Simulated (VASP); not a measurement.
# Tl (Fm-3m) in VASP: a series of runs

Tl is run at these levels: RPBE; tasks: single point.

Everything below comes from runs of VASP 6.6.1. Logs are shortened: lines on timing, memory, paths and dates and some standing lists are left out, and cuts for length are marked.

## Step 1: The cell of the first run

The structure is cubic, space group Fm-3m (No. 225). Conventional cell: a = 5.185 Å, b = 5.185 Å, c = 5.185 Å, α = 90.00°, β = 90.00°, γ = 90.00°. Tl (site symmetry m-3m) has 12 Tl at 3.67 Å within 4.8 Å.

This isn't the form of Tl at room conditions, which is hcp.

## Step 2: Single point, RPBE (34.85 Å³/atom)

The input, INCAR:

```
SYSTEM = Tl
PREC = Accurate ; ENCUT = 520
EDIFF = 1E-6 ; ISMEAR = -1
SIGMA = 0.1 ; LREAL = .FALSE.
LASPH = .TRUE. ; NELM = 100
ALGO = Normal ; ISIF = 2
LWAVE = .FALSE. ; LCHARG = .FALSE.
GGA = RP ; NBANDS = 12
```

The input, KPOINTS:

```
regular mesh
0
G
  12 12 12
  0 0 0
```

The input, POSCAR:

```
Tl
1.0
    0.0000000000      2.5926113809      2.5926113809
    2.5926113809      0.0000000000      2.5926113809
    2.5926113809      2.5926113809      0.0000000000
Tl
1
Direct
    0.0000000000      0.0000000000      0.0000000000
```

Potentials or basis: VASP PAW PBE potentials, release 64 (Tl_d).

The run is started by

```
cat potpaw_PBE.64/Tl_d/POTCAR > POTCAR
mpirun -np 1 vasp_std > vasp.out
```

OUTCAR:

```text
SYSTEM = Tl
   PREC = Accurate
   ENCUT = 520
   EDIFF = 1E-6
   ISMEAR = -1
   LREAL = .FALSE.
   LASPH = .TRUE.
   NELM = 100
   ISIF = 2
   GGA = RP

 ion  position               nearest neighbor table
   1  0.000  0.000  0.000-

  LATTYP: Found a face centered cubic cell.
 ALAT       =     5.1852227618

  Lattice vectors:

 A1 = (   0.0000000000,   2.5926113809,   2.5926113809)
 A2 = (   2.5926113809,   0.0000000000,   2.5926113809)
 A3 = (   2.5926113809,   2.5926113809,   0.0000000000)

Analysis of symmetry for initial positions (statically):
=====================================================================
 Subroutine PRICEL returns:
 Original cell was already a primitive cell.

 Routine SETGRP: Setting up the symmetry group for a
 face centered cubic supercell.

 Subroutine GETGRP returns: Found 48 space group operations
 (whereof 48 operations were pure point group operations)
 out of a pool of 48 trial point group operations.

The static configuration has the point symmetry O_h .

Analysis of symmetry for dynamics (positions and initial velocities):
=====================================================================
 Subroutine PRICEL returns:
 Original cell was already a primitive cell.

 Routine SETGRP: Setting up the symmetry group for a
 face centered cubic supercell.

 Subroutine GETGRP returns: Found 48 space group operations
 (whereof 48 operations were pure point group operations)
 out of a pool of 48 trial point group operations.

The dynamic configuration has the point symmetry O_h .

 Subroutine INISYM returns: Found 48 space group operations
 (whereof 48 operations are pure point group operations),
 and found     1 'primitive' translations

----------------------------------------------------------------------------------------

                                     Primitive cell

  volume of cell :      34.8532

  direct lattice vectors                    reciprocal lattice vectors
     0.000000000  2.592611381  2.592611381    -0.192855745  0.192855745  0.192855745
     2.592611381  0.000000000  2.592611381     0.192855745 -0.192855745  0.192855745
     2.592611381  2.592611381  0.000000000     0.192855745  0.192855745 -0.192855745

  length of vectors
     3.666506177  3.666506177  3.666506177     0.334035949  0.334035949  0.334035949

  position of ions in fractional coordinates (direct lattice)
     0.000000000  0.000000000  0.000000000

  ion indices of the primitive-cell ions
   primitive index   ion index
                 1           1

----------------------------------------------------------------------------------------

 KPOINTS: regular mesh

Automatic generation of k-mesh.
 Grid dimensions read from file:
 generate k-points for:   12   12   12

 Generating k-lattice:

  Cartesian coordinates                     Fractional coordinates (reciprocal lattice)
    -0.016071312  0.016071312  0.016071312     0.083333333  0.000000000  0.000000000
     0.016071312 -0.016071312  0.016071312     0.000000000  0.083333333  0.000000000
     0.016071312  0.016071312 -0.016071312     0.000000000  0.000000000  0.083333333

  Length of vectors
     0.027836329  0.027836329  0.027836329

  Shift w.r.t. Gamma in fractional coordinates (k-lattice)
     0.000000000  0.000000000  0.000000000

 Subroutine IBZKPT returns following result:
 ===========================================

 Found     72 irreducible k-points:

 Following reciprocal coordinates:
            Coordinates               Weight
  0.000000  0.000000  0.000000      1.000000
  0.083333  0.000000  0.000000      8.000000
  0.166667  0.000000  0.000000      8.000000
  0.250000  0.000000  0.000000      8.000000
  0.333333  0.000000  0.000000      8.000000
  0.416667  0.000000  0.000000      8.000000
[... 16 lines left out ...]
  0.500000  0.166667  0.000000     24.000000
 -0.416667  0.166667  0.000000     24.000000
 [... further k-points ...]
   k-points           NKPTS =     72   k-points in BZ     NKDIM =     72   number of bands    NBANDS=     12
   number of dos      NEDOS =    301   number of ions     NIONS =      1
   total plane-waves  NPLWV =  21952
   dimension x,y,z NGX =    28 NGY =   28 NGZ =   28
   dimension x,y,z NGXF=    56 NGYF=   56 NGZF=   56
   ions per type =               1
   NGX,Y,Z   is equivalent  to a cutoff of  12.70, 12.70, 12.70 a.u.
   NGXF,Y,Z  is equivalent  to a cutoff of  25.39, 25.39, 25.39 a.u.
 SYSTEM =  Tl
   PREC   = accura    normal or accurate (medium, high low for compatibility)
   ISTART =      0    job   : 0-new  1-cont  2-samecut
   ICHARG =      2    charge: 1-file 2-atom 10-const
   ISPIN  =      1    spin polarized calculation?
   LNONCOLLINEAR =      F non collinear calculations
   LSORBIT =      F    spin-orbit coupling
   LASPH  =      T    aspherical Exc in radial PAW
   ENCUT  =  520.0 eV  38.22 Ry    6.18 a.u.   6.82  6.82  6.82*2*pi/ulx,y,z
   NELM   =    100;   NELMIN=  2; NELMDL= -5     # of ELM steps
   EDIFF  = 0.1E-05   stopping-criterion for ELM
   LREAL  =      F    real-space projection
   EDIFFG = 0.1E-04   stopping-criterion for IOM
   NSW    =      0    number of steps for IOM
   IBRION =     -1    ionic relax: 0-MD 1-quasi-New 2-CG
   NFREE  =      0    steps in history (QN), initial steepest desc. (CG)
   ISIF   =      2    stress and relaxation
   ISYM   =      2    0-nonsym 1-usesym 2-fastsym
   POTIM  = 0.5000    time-step for ionic-motion
   TEBEG  =    0.0;   TEEND  =   0.0 temperature during run
   PSTRESS=    0.0 pullay stress
   NELECT =      13.0000    total number of electrons
   NUPDOWN=      -1.0000    fix difference up-down
   EMIN   =  10.00;   EMAX   =-10.00  energy-range for DOS
   EFERMI =   0.00;   METHOD = LEGACY
   ISMEAR =    -1;   SIGMA  =   0.10  broadening in eV -4-tet -1-fermi 0-gaus
   EFERMI_NEDOS =   21; number of points for ismear=-14 and -15
   IALGO  =     38    algorithm
   IMIX   =      4    mixing-type and parameters
     AMIX     =   0.40;   BMIX     =  1.00
     AMIX_MAG =   1.60;   BMIX_MAG =  1.00
  volume/ion in A,a.u.               =      34.85       235.20
  Fermi-wavevector in a.u.,A,eV,Ry     =   1.178443  2.226934 18.894785  1.388728
  Thomas-Fermi vector in A             =   2.314772
   LORBIT       =      0    0 simple, 1 ext, 2 COOP (PROOUT), +10 PAW based schemes
   GGA     = RP    functional components
   LHFCALC =     F    Hartree Fock is set to
   AEXX    =    0.0000 exact exchange contribution
   IVDW    =     0    specifies the selected vdW correction
   LEPSILON=     F    determine dielectric tensor
   LRPA    =     F    only Hartree local field effects (RPA)
 non-spin polarized calculation
  energy-cutoff  :      520.00
  volume of cell :       34.85
 maximum number of plane-waves:       960
   NGX = 13   NGY = 13   NGZ = 13

 number of electron      13.0000000 magnetization

 Free energy of the ion-electron system (eV)
  ---------------------------------------------------
  ext. energy  EPLUGINS =         0.00000000
  ---------------------------------------------------
  free energy    TOTEN  =        -1.82312991 eV

  energy without entropy =       -1.79844683  energy(sigma->0) =       -1.81078837

 E-fermi :   4.8518     XC(G=0):  -9.0975

 val. band max:        4.7966280841   @ k =  -0.3333   0.4167   0.1667
 cond. band min:       4.8602956229   @ k =  -0.4167   0.4167   0.1667
 fundamental gap:      0.0636675388
 Fermi energy:         4.8518261057

 k-point     1 :       0.0000    0.0000    0.0000
  band No.  band energies     occupation
      1      -6.6329      2.00000
      2      -6.6329      2.00000
      3      -6.6329      2.00000
      4      -6.4724      2.00000
      5      -6.4724      2.00000
      6      -3.9768      2.00000
      7      13.5114      0.00000
      8      13.5114      0.00000
      9      13.5114      0.00000
     10      15.4381      0.00000
     11      16.7294      0.00000
     12      18.1868      0.00000

 k-point     2 :       0.0833    0.0000    0.0000
  band No.  band energies     occupation
      1      -6.6348      2.00000
      2      -6.6218      2.00000
      3      -6.6218      2.00000
      4      -6.4734      2.00000
      5      -6.4734      2.00000
      6      -3.8538      2.00000
      7      12.0741      0.00000
      8      13.3637      0.00000
      9      13.3637      0.00000
     10      15.2108      0.00000
     11      17.3911      0.00000
     12      18.4582      0.00000

 k-point     3 :       0.1667    0.0000    0.0000
  band No.  band energies     occupation
      1      -6.6431      2.00000
      2      -6.5999      2.00000
      3      -6.5999      2.00000
      4      -6.4676      2.00000
      5      -6.4676      2.00000
      6      -3.4814      2.00000
      7       9.6972      0.00000
      8      13.0039      0.00000
      9      13.0039      0.00000
     10      14.9372      0.00000
     11      17.9980      0.00000
     12      18.5938      0.00000
[... 286 lines left out ...]
 k-point    23 :       0.5000    0.1667    0.0000
  band No.  band energies     occupation
      1      -6.6928      2.00000
      2      -6.6081      2.00000
      3      -6.5496      2.00000
      4      -6.4128      2.00000
      5      -6.3179      2.00000
      6      -0.4354      2.00000
      7       3.5729      1.99999
      8       9.1565      0.00000
      9      10.6539      0.00000
     10      13.4614      0.00000
     11      17.8861      0.00000
     12      18.6961      0.00000

 k-point    24 :      -0.4167    0.1667    0.0000
  band No.  band energies     occupation
      1      -6.6772      2.00000
      2      -6.6126      2.00000
      3      -6.5566      2.00000
      4      -6.3901      2.00000
      5      -6.3424      2.00000
      6      -0.2621      2.00000
      7       3.3347      2.00000
      8       8.7297      0.00000
      9      11.0635      0.00000
     10      13.6890      0.00000
     11      17.4947      0.00000
     12      18.3006      0.00000

 [... further k-points ...]

------------------------ aborting loop because EDIFF is reached ----------------------------------------

  FORCE on cell =-STRESS in cart. coord.  units (eV):
  Direction    XX          YY          ZZ          XY          YZ          ZX
  --------------------------------------------------------------------------------------
  -------------------------------------------------------------------------------------
  Total       -0.1616143     -0.1616143     -0.1616143      0.0000000      0.0000000     -0.0000000
  in kB       -7.4293028     -7.4293028     -7.4293028      0.0000000      0.0000000     -0.0000000
  external PRESSURE =      -7.4293028 kB  Pullay stress =       0.0000000 kB

 VOLUME and BASIS-vectors are now :
 -----------------------------------------------------------------------------
  energy-cutoff  :      520.00
  volume of cell :       34.85
      direct lattice vectors                 reciprocal lattice vectors
     0.000000000  2.592611381  2.592611381    -0.192855745  0.192855745  0.192855745
     2.592611381  0.000000000  2.592611381     0.192855745 -0.192855745  0.192855745
     2.592611381  2.592611381  0.000000000     0.192855745  0.192855745 -0.192855745

 POSITION                                       TOTAL-FORCE (eV/Angst)
 -----------------------------------------------------------------------------------
      0.00000      0.00000      0.00000        -0.000000     -0.000000     -0.000000
 -----------------------------------------------------------------------------------
    total drift:                               -0.000000     -0.000000     -0.000000

  FREE ENERGIE OF THE ION-ELECTRON SYSTEM (eV)
  ---------------------------------------------------
  free  energy   TOTEN  =        -1.8231299116 eV

  energy  without entropy=       -1.7984468300  energy(sigma->0) =       -1.81078837
```

Wall time 39 s (1 thread of Intel Xeon 8259CL, shared host); peak memory 0.17 GiB.

What came out:

```yaml
Free_energy: -1.8231 eV
Pressure: -0.7 GPa
Band_gap_on_the_k_mesh: zero (an odd number of electrons rules out a gap without spin polarisation)
```

Caveat: the PAW data sets were made with another functional, which shifts forces and pressure a little; spin-orbit coupling is left out, which moves the levels of the heavy elements.

## Step 3: Single point, RPBE (36.19 Å³/atom)

This run uses another cell than the first one, of 36.19 Å³/atom.

The input, INCAR:

```
PREC = Accurate
ENCUT = 520
EDIFF = 1E-6
ISMEAR = -1
SIGMA = 0.1
LREAL = F
LASPH = T
NELM = 60
ALGO = Normal
ISIF = 2
LWAVE = F
LCHARG = F
GGA = RP
NBANDS = 12
```

The input, KPOINTS:

```
Automatic mesh
0
Gamma
  12 12 12
```

The input, POSCAR:

```
Tl
1.0
    0.0000000000      2.6254327307      2.6254327307
    2.6254327307      0.0000000000      2.6254327307
    2.6254327307      2.6254327307      0.0000000000
Tl
1
Direct
    0.0000000000      0.0000000000      0.0000000000
```

Potentials or basis: VASP PAW PBE potentials, release 64 (Tl_d).

The run is started by

```
cat potpaw_PBE.64/Tl_d/POTCAR > POTCAR
mpirun -np 1 vasp_std > vasp.out
```

It took 27 s on 1 thread of Intel Xeon 8259CL, shared host; peak memory 0.17 GiB.

Results (log left out):

- Free energy: -1.8152 eV
- Pressure: -1.3 GPa
- Band gap on the k mesh: zero (an odd number of electrons rules out a gap without spin polarisation)

Levels at points of the mesh, in eV from the Fermi level:
```
           k point  band 3  band 4  band 5  band 6  band 7  band 8  band 9  band 10
(0.00, 0.00, 0.00)  -11.48  -11.34  -11.34   -8.65    8.34    8.34    8.34    10.49
(0.50, 0.00, 0.00)  -11.47  -11.20  -11.20   -5.37   -2.04    6.74    6.74     9.92
(0.50, 0.50, 0.00)  -11.21  -11.17  -11.17   -4.15   -1.18    3.59    3.59     6.41
```

Caveat: the PAW data sets were made with another functional, which shifts forces and pressure a little; spin-orbit coupling is left out, which moves the levels of the heavy elements.
